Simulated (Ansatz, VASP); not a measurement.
## One calculation of Sr, two programs

File POSCAR:

```
Sr
1.0
   -2.4350000000      2.4350000000      2.4350000000
    2.4350000000     -2.4350000000      2.4350000000
    2.4350000000      2.4350000000     -2.4350000000
Sr
1
Direct
    0.0000000000      0.0000000000      0.0000000000
```

INCAR.step1

```
SYSTEM = Sr
PREC = Accurate ; ENCUT = 520
ISMEAR = -1 ; SIGMA = 0.3
LREAL = .FALSE. ; LASPH = .TRUE.
NELM = 80 ; NBANDS = 11
GGA = PE ; ALGO = Normal
EDIFF = 1E-4 ; LWAVE = .TRUE.
LCHARG = .FALSE.
```

Contents of INCAR.step2:

```
SYSTEM = Sr
PREC = Accurate ; ENCUT = 520
EDIFF = 1E-6 ; ISMEAR = -1
SIGMA = 0.3 ; LREAL = .FALSE.
LASPH = .TRUE. ; NELM = 80
ALGO = Normal ; ISIF = 2
LWAVE = .FALSE. ; LCHARG = .FALSE.
METAGGA = R2SCAN ; LMIXTAU = .TRUE.
NBANDS = 11 ; ISTART = 1
```

File KPOINTS:

```
regular mesh
0
G
  10 10 10
  0 0 0
```

Input for Ansatz:

```yaml
crystal:
  lattice:
    - [-2.435, 2.435, 2.435]
    - [2.435, -2.435, 2.435]
    - [2.435, 2.435, -2.435]
  atoms:
    - { symbol: Sr, position: [0.0, 0.0, 0.0] }
basis:
  ecutwfc: 630.0
kpoints:
  mp_grid:
    grid: [10, 10, 10]
hamiltonian:
  xc: r2scan
scf:
  n_extra_bands: 2
  convergence:
    dr2_threshold: 1.0e-08
  occupations:
    method: fermi_dirac
    width: 0.3
output:
  stress: true
```

Alike in both runs: task single point; functional r2SCAN; k mesh 10 × 10 × 10; occupations fermi-dirac, width 0.3 eV; no spin polarisation.

```csv
,VASP,Ansatz
version,VASP 6.6.1,Ansatz 0.2.0
potentials or method,"VASP PAW PBE potentials, release 64 (Sr_sv), cutoff 520 eV","plane waves, PAW"
valence electrons in the cell,10,10
```

|  | VASP | Ansatz | Ansatz less VASP |
| --- | --- | --- | --- |
| gap on the k mesh at the Fermi level (eV) | none | none | - |
| pressure (GPa) | -0.2 | -0.2 | -0.02 |

VASP's potentials were made for PBE, not for r2SCAN. A gap of «none» marks a metal or a gap that the smearing closes. With one functional, cell and mesh, what is left measures potentials, basis and numerics. Ansatz's warnings: stress scf threshold loose.
